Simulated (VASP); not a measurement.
# Nb3Tl (Pm-3n) in VASP: relaxation of the atoms with PBE

Aim: the relaxation of the atoms of Nb3Tl with PBE.

Everything below comes from runs of VASP 6.6.1. Logs are shortened: lines on timing, memory, paths and dates and some standing lists are left out, and cuts for length are marked.

### 1 The cell of the first run

It takes space group Pm-3n (No. 223, cubic). The conventional cell has a = 5.297 Å, b = 5.297 Å, c = 5.297 Å, α = 90.00°, β = 90.00°, γ = 90.00°. Nb (site symmetry -4m2) has 10 Nb at 2.65 to 3.24 Å and 4 Tl at 2.96 Å within 3.5 Å. Tl (site symmetry m-3) has 12 Nb at 2.96 Å within 3.9 Å.

### 2 Relaxation of the atoms, PBE

Contents of INCAR:

```
SYSTEM = Nb3Tl
PREC = Accurate
ENCUT = 520
EDIFF = 1E-7
ISMEAR = -1
SIGMA = 0.05
LREAL = .FALSE.
LASPH = .TRUE.
NELM = 60
ALGO = Normal
ISIF = 2
LWAVE = .FALSE.
LCHARG = .FALSE.
GGA = PE
IBRION = 2
NSW = 80
EDIFFG = -0.02
KPAR = 2
```

Contents of KPOINTS:

```
regular mesh
0
G
  6 6 6
  0 0 0
```

Contents of POSCAR:

```
Nb3Tl
1.0
    5.2970000000      0.0000000000      0.0000000000
    0.0000000000      5.2970000000      0.0000000000
    0.0000000000      0.0000000000      5.2970000000
Nb Tl
6 2
Direct
    0.2500000000      0.0000000000      0.5000000000
    0.5000000000      0.7500000000      0.0000000000
    0.7500000000      0.0000000000      0.5000000000
    0.5000000000      0.2500000000      0.0000000000
    0.0000000000      0.5000000000      0.7500000000
    0.0000000000      0.5000000000      0.2500000000
    0.0000000000      0.0000000000      0.0000000000
    0.5000000000      0.5000000000      0.5000000000
```

Potentials or basis: VASP PAW PBE potentials, release 64 (Nb_sv, Tl_d).

Launch:

```console
$ cat potpaw_PBE.64/Nb_sv/POTCAR potpaw_PBE.64/Tl_d/POTCAR > POTCAR
$ mpirun -np 2 vasp_std > vasp.out
```

OUTCAR:

```text
SYSTEM = Nb3Tl
   PREC = Accurate
   ENCUT = 520
   EDIFF = 1E-7
   ISMEAR = -1
   LREAL = .FALSE.
   LASPH = .TRUE.
   NELM = 60
   ISIF = 2
   GGA = PE
   IBRION = 2
   NSW = 80
   EDIFFG = -0.02

 ion  position               nearest neighbor table
   1  0.250  0.000  0.500-   3 2.65   3 2.65   8 2.96   7 2.96   8 2.96   7 2.96
   2  0.500  0.750  0.000-   4 2.65   4 2.65   8 2.96   8 2.96   7 2.96   7 2.96
   3  0.750  0.000  0.500-   1 2.65   1 2.65   8 2.96   7 2.96   8 2.96   7 2.96
   4  0.500  0.250  0.000-   2 2.65   2 2.65   8 2.96   8 2.96   7 2.96   7 2.96
   5  0.000  0.500  0.750-   6 2.65   6 2.65   8 2.96   7 2.96   7 2.96   8 2.96
   6  0.000  0.500  0.250-   5 2.65   5 2.65   8 2.96   7 2.96   7 2.96   8 2.96
   7  0.000  0.000  0.000-   1 2.96   2 2.96   3 2.96   4 2.96   5 2.96   6 2.96   1 2.96   3 2.96
                             5 2.96   6 2.96   2 2.96   4 2.96
   8  0.500  0.500  0.500-   1 2.96   2 2.96   3 2.96   4 2.96   5 2.96   6 2.96   2 2.96   4 2.96
                             1 2.96   3 2.96   5 2.96   6 2.96

  LATTYP: Found a simple cubic cell.
 ALAT       =     5.2970000000

  Lattice vectors:

 A1 = (   5.2970000000,   0.0000000000,   0.0000000000)
 A2 = (   0.0000000000,   5.2970000000,   0.0000000000)
 A3 = (   0.0000000000,   0.0000000000,   5.2970000000)

Analysis of symmetry for initial positions (statically):
=====================================================================
 Subroutine PRICEL returns:
 Original cell was already a primitive cell.

 Routine SETGRP: Setting up the symmetry group for a
 simple cubic supercell.

 Subroutine GETGRP returns: Found 48 space group operations
 (whereof 24 operations were pure point group operations)
 out of a pool of 48 trial point group operations.

The static configuration has the point symmetry T_h .
 The point group associated with its full space group is O_h .

Analysis of symmetry for dynamics (positions and initial velocities):
=====================================================================
 Subroutine PRICEL returns:
 Original cell was already a primitive cell.

 Routine SETGRP: Setting up the symmetry group for a
 simple cubic supercell.

 Subroutine GETGRP returns: Found 48 space group operations
 (whereof 24 operations were pure point group operations)
 out of a pool of 48 trial point group operations.

The dynamic configuration has the point symmetry T_h .
 The point group associated with its full space group is O_h .

 Subroutine INISYM returns: Found 48 space group operations
 (whereof 24 operations are pure point group operations),
 and found     1 'primitive' translations

[... 111 lines left out ...]
   PSTRESS=    0.0 pullay stress
   NELECT =     104.0000    total number of electrons
   NUPDOWN=      -1.0000    fix difference up-down
   EMIN   =  10.00;   EMAX   =-10.00  energy-range for DOS
   EFERMI =   0.00;   METHOD = LEGACY
   ISMEAR =    -1;   SIGMA  =   0.05  broadening in eV -4-tet -1-fermi 0-gaus
   EFERMI_NEDOS =   21; number of points for ismear=-14 and -15
   IALGO  =     38    algorithm
   IMIX   =      4    mixing-type and parameters
     AMIX     =   0.40;   BMIX     =  1.00
     AMIX_MAG =   1.60;   BMIX_MAG =  1.00
  volume/ion in A,a.u.               =      18.58       125.37
  Fermi-wavevector in a.u.,A,eV,Ry     =   1.453414  2.746554 28.741109  2.112412
  Thomas-Fermi vector in A             =   2.570683
   LORBIT       =      0    0 simple, 1 ext, 2 COOP (PROOUT), +10 PAW based schemes
   GGA     = PE    functional components
   LHFCALC =     F    Hartree Fock is set to
   AEXX    =    0.0000 exact exchange contribution
   IVDW    =     0    specifies the selected vdW correction
   LEPSILON=     F    determine dielectric tensor
   LRPA    =     F    only Hartree local field effects (RPA)
 conjugate gradient relaxation of ions
 non-spin polarized calculation
  energy-cutoff  :      520.00
  volume of cell :      148.62
 maximum number of plane-waves:      4032
 NGX is ok and might be reduce to    40
   NGX = 19   NGY = 19   NGZ = 19

 number of electron     104.0000022 magnetization

 Free energy of the ion-electron system (eV)
  ---------------------------------------------------
  ext. energy  EPLUGINS =         0.00000000
  ---------------------------------------------------
  free energy    TOTEN  =       -64.11142887 eV

  energy without entropy =      -64.00917396  energy(sigma->0) =      -64.06030142

 E-fermi :  11.1623     XC(G=0): -12.3932

 val. band max:       11.1620219032   @ k =   0.1667   0.0000   0.0000
 cond. band min:      11.1625461012   @ k =   0.5000   0.3333   0.0000
 fundamental gap:      0.0005241980
 Fermi energy:        11.1622518824

 k-point     1 :       0.0000    0.0000    0.0000
  band No.  band energies     occupation
      1     -43.5625      2.00000
      2     -43.4923      2.00000
      3     -43.4923      2.00000
      4     -43.2763      2.00000
      5     -43.2763      2.00000
      6     -43.2763      2.00000
[... 1289 lines left out ...]
     61      13.6005      0.00000
     62      13.6005      0.00000

------------------------ aborting loop because EDIFF is reached ----------------------------------------

  FORCE on cell =-STRESS in cart. coord.  units (eV):
  Direction    XX          YY          ZZ          XY          YZ          ZX
  --------------------------------------------------------------------------------------
  -------------------------------------------------------------------------------------
  Total        3.8716367      3.8716367      3.8716367      0.0000000      0.0000000     -0.0000000
  in kB       41.7364264     41.7364264     41.7364264      0.0000000      0.0000000     -0.0000000
  external PRESSURE =      41.7364264 kB  Pullay stress =       0.0000000 kB

 VOLUME and BASIS-vectors are now :
 -----------------------------------------------------------------------------
  energy-cutoff  :      520.00
  volume of cell :      148.62
      direct lattice vectors                 reciprocal lattice vectors
     5.297000000  0.000000000  0.000000000     0.188786105  0.000000000  0.000000000
     0.000000000  5.297000000  0.000000000     0.000000000  0.188786105  0.000000000
     0.000000000  0.000000000  5.297000000     0.000000000  0.000000000  0.188786105

 POSITION                                       TOTAL-FORCE (eV/Angst)
 -----------------------------------------------------------------------------------
      1.32425      0.00000      2.64850         0.000000     -0.000000     -0.000000
      2.64850      3.97275      0.00000        -0.000000     -0.000000     -0.000000
      3.97275      0.00000      2.64850        -0.000000     -0.000000      0.000000
      2.64850      1.32425      0.00000         0.000000      0.000000      0.000000
      0.00000      2.64850      3.97275        -0.000000     -0.000000     -0.000000
      0.00000      2.64850      1.32425        -0.000000      0.000000      0.000000
      0.00000      0.00000      0.00000        -0.000000     -0.000000      0.000000
      2.64850      2.64850      2.64850        -0.000000     -0.000000      0.000000
 -----------------------------------------------------------------------------------
    total drift:                                0.000000     -0.000000      0.000000

  FREE ENERGIE OF THE ION-ELECTRON SYSTEM (eV)
  ---------------------------------------------------
  free  energy   TOTEN  =       -64.1114288736 eV

  energy  without entropy=      -64.0091739619  energy(sigma->0) =      -64.06030142

 reached required accuracy - stopping structural energy minimisation
```

OSZICAR:

```text
N       E                     dE             d eps       ncg     rms          rms(c)
DAV:   1     0.132536137035E+04    0.13254E+04   -0.57390E+04  2480   0.176E+03
DAV:   2     0.459180919276E+02   -0.12794E+04   -0.12555E+04  2790   0.702E+02
DAV:   3    -0.576624828978E+02   -0.10358E+03   -0.10068E+03  3920   0.145E+02
DAV:   4    -0.664522722678E+02   -0.87898E+01   -0.86299E+01  4160   0.370E+01
DAV:   5    -0.670811132084E+02   -0.62884E+00   -0.62543E+00  4236   0.952E+00    0.199E+01
DAV:   6    -0.644350316764E+02    0.26461E+01   -0.58033E+00  3368   0.133E+01    0.897E+00
DAV:   7    -0.641007402387E+02    0.33429E+00   -0.23181E+00  3904   0.772E+00    0.386E+00
DAV:   8    -0.641153954336E+02   -0.14655E-01   -0.29373E-01  3522   0.255E+00    0.674E-01
DAV:   9    -0.641112559188E+02    0.41395E-02   -0.53867E-02  3400   0.128E+00    0.292E-01
DAV:  10    -0.641113507756E+02   -0.94857E-04   -0.41007E-03  4036   0.281E-01    0.151E-01
DAV:  11    -0.641114458414E+02   -0.95066E-04   -0.54153E-04  3432   0.163E-01    0.532E-02
DAV:  12    -0.641114335234E+02    0.12318E-04   -0.84950E-05  3864   0.468E-02    0.105E-02
DAV:  13    -0.641114300357E+02    0.34877E-05   -0.10591E-05  3616   0.213E-02    0.696E-03
DAV:  14    -0.641114297729E+02    0.26276E-06   -0.12195E-06  3656   0.487E-03    0.321E-03
DAV:  15    -0.641114289224E+02    0.85052E-06   -0.12867E-07  2048   0.258E-03    0.463E-04
DAV:  16    -0.641114288736E+02    0.48805E-07   -0.56921E-08  1936   0.196E-03
   1 F= -.64111429E+02 E0= -.64060301E+02  d E =-.641114E+02
```

Run time: 98 s. Hardware: 2 MPI ranks of Intel Xeon Platinum 8259CL at 2.50GHz (Skylake/Cascade Lake), shared host; peak memory 0.31 GiB.

What came out:

```yaml
Free_energy: -64.1114 eV
Pressure_after_relaxing: 4.2 GPa
Band_gap_on_the_k_mesh: zero (bands 52 and 53 overlap by 0.64 eV)
```

Final structure:
```
Nb Tl
1.0
     5.29700    0.00000    0.00000
     0.00000    5.29700    0.00000
     0.00000    0.00000    5.29700
Nb Tl
6 2
Direct
  0.25000 0.00000 0.50000
  0.50000 0.75000 0.00000
  0.75000 0.00000 0.50000
  0.50000 0.25000 0.00000
  0.00000 0.50000 0.75000
  0.00000 0.50000 0.25000
  0.00000 0.00000 0.00000
  0.50000 0.50000 0.50000
```

Levels at points of the mesh, in eV from the Fermi level:
| k point | band 48 | band 49 | band 50 | band 51 | band 52 | band 53 | band 54 | band 55 | band 56 | band 57 |
| --- | --- | --- | --- | --- | --- | --- | --- | --- | --- | --- |
| (0.00, 0.00, 0.00) | -1.66 | -1.48 | -0.30 | -0.30 | -0.30 | -0.08 | -0.08 | 2.25 | 2.25 | 2.25 |
| (0.50, 0.00, 0.00) | -0.89 | -0.76 | -0.76 | -0.74 | -0.74 | -0.23 | -0.23 | 1.57 | 1.57 | 2.18 |
| (0.50, 0.50, 0.00) | -1.00 | 0.05 | 0.05 | 0.38 | 0.38 | 0.56 | 0.87 | 0.88 | 0.89 | 0.89 |
| (0.50, 0.50, 0.50) | -1.28 | 0.24 | 0.24 | 0.24 | 0.24 | 0.24 | 0.24 | 0.44 | 0.44 | 0.44 |

Caveat: the relaxation stopped at its first step, so nothing moved; spin-orbit coupling is left out, which moves the levels of the heavy elements.
